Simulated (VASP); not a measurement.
Input of a VASP 6.6.1 run:

Contents of INCAR:

```
ALGO = Normal
EDIFF = 1E-6
ENCUT = 520
GGA = PE
ISIF = 2
ISMEAR = -1
LASPH = True
LCHARG = False
LREAL = False
LWAVE = False
NBANDS = 14
NELM = 100
PREC = Accurate
SIGMA = 0.08
```

File KPOINTS:

```
k-points
0
Gamma
  11 11 11
```

File POSCAR:

```
NaI
1.0
    0.0489635843      3.2887207471      3.2887207471
    3.2887207471      0.0489635843      3.2887207471
    3.2887207471      3.2887207471      0.0489635843
Na I
1 1
Direct
    0.0000000000      0.0000000000      0.0000000000
    0.5000000000      0.5000000000      0.5000000000
```

Potentials or basis: VASP PAW PBE potentials, release 64 (Na_pv, I).

The run is started by

```bash
$ cat potpaw_PBE.64/Na_pv/POTCAR potpaw_PBE.64/I/POTCAR > POTCAR
$ mpirun -np 1 vasp_std > vasp.out
```

**Question.** Predict the band gap on the k mesh.

**Answer.** 3.54 eV.

**Question.** Estimate the pressure.

**Answer.** 0.0 GPa.

Stress tensor (GPa, compression positive):
```
 0.03 -0.11 -0.11
-0.11  0.03 -0.11
-0.11 -0.11  0.03
```

Caveat: the cell differs from its parent crystal (equal xy, yz and zx shear strains of +1.5 %); spin-orbit coupling is left out, which moves the levels of the heavy elements. A k mesh can miss the band edges.
